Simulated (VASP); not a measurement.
**ZrC: relaxation of cell and atoms with PBE**

ZrC:

```
Zr C
1.0
     0.00000    2.24571    2.24571
     2.24571    0.00000    2.24571
     2.24571    2.24571    0.00000
Zr C
1 1
Direct
  0.00000 0.00000 0.00000
  0.50000 0.50000 0.50000
```

- Program: VASP 6.6.1
- Task: relaxation of cell and atoms
- Functional: PBE
- Potentials or basis: VASP PAW PBE potentials, release 64 (Zr_sv, C)
- Cutoff: 600 eV
- k mesh: 7 × 7 × 7
- Occupations: fermi-dirac, width 0.1 eV
- Spin: no spin polarisation
- Dipole correction: no
- Further INCAR settings: ALGO = Normal; EDIFF = 1e-07; IBRION = 2; EDIFFG = -0.01; NSW = 60; ISIF = 3

- Relaxed volume: 13.06 Å³/atom
- Relaxed cell: a = 3.330 Å, b = 3.330 Å, c = 3.330 Å, α = 60.00°, β = 60.00°, γ = 60.00°
- Space group after relaxing (to 0.1 Å): Fm-3m (No. 225)
- Energy gained by relaxing: 203.2 meV/atom
- Ionic steps: 18
- Pressure after relaxing: 0.1 GPa
- Band gap on the k mesh: zero (bands 8 and 9 overlap by 1.28 eV)

The path:
```
step  energy change (eV)  largest force (eV/Å)  pressure (GPa)  volume (Å³)
   1              0.0000                0.0000           42.16        22.65
   2              0.6152                0.0000          -33.78        33.89
   3             -0.4042                0.0000           -2.39        26.42
   4             -0.4063                0.0000           -0.38        26.18
   5             -0.4064                0.0000            0.25        26.10
   6             -0.4064                0.0000            0.25        26.10
   7             -0.4064                0.0000            0.24        26.10
   8             -0.4064                0.0000            0.23        26.10
   9             -0.4064                0.0000            0.23        26.10
  10             -0.4064                0.0000            0.23        26.10
  11             -0.4064                0.0000            0.23        26.10
  12             -0.4064                0.0000            0.23        26.10
  13             -0.4064                0.0000            0.23        26.10
  14             -0.4064                0.0000            0.23        26.10
  15             -0.4064                0.0000            0.22        26.11
  16             -0.4064                0.0000            0.21        26.11
  17             -0.4064                0.0000            0.18        26.11
  18             -0.4064                0.0000            0.10        26.12
```

Final structure:
```xyz
2
Lattice="0.0000 2.3549 2.3549 2.3549 0.0000 2.3549 2.3549 2.3549 0.0000" Properties=species:S:1:pos:R:3 pbc="T T T"
Zr    2.3549    2.3549    0.0000
C     2.3549    2.3549    2.3549
```

Levels at points of the mesh, in eV from the Fermi level:
```tsv
k point	band 6	band 7	band 8	band 9	band 10	band 11
(0.00, 0.00, 0.00)	0.96	0.96	0.96	1.11	1.11	1.11
```

Run time: 2 min on 1 thread of Intel Xeon 8259CL (shared host), peak memory 0.17 GiB.

Caveat: the volume moved by over 15 % at a fixed basis, so the end points are rough.
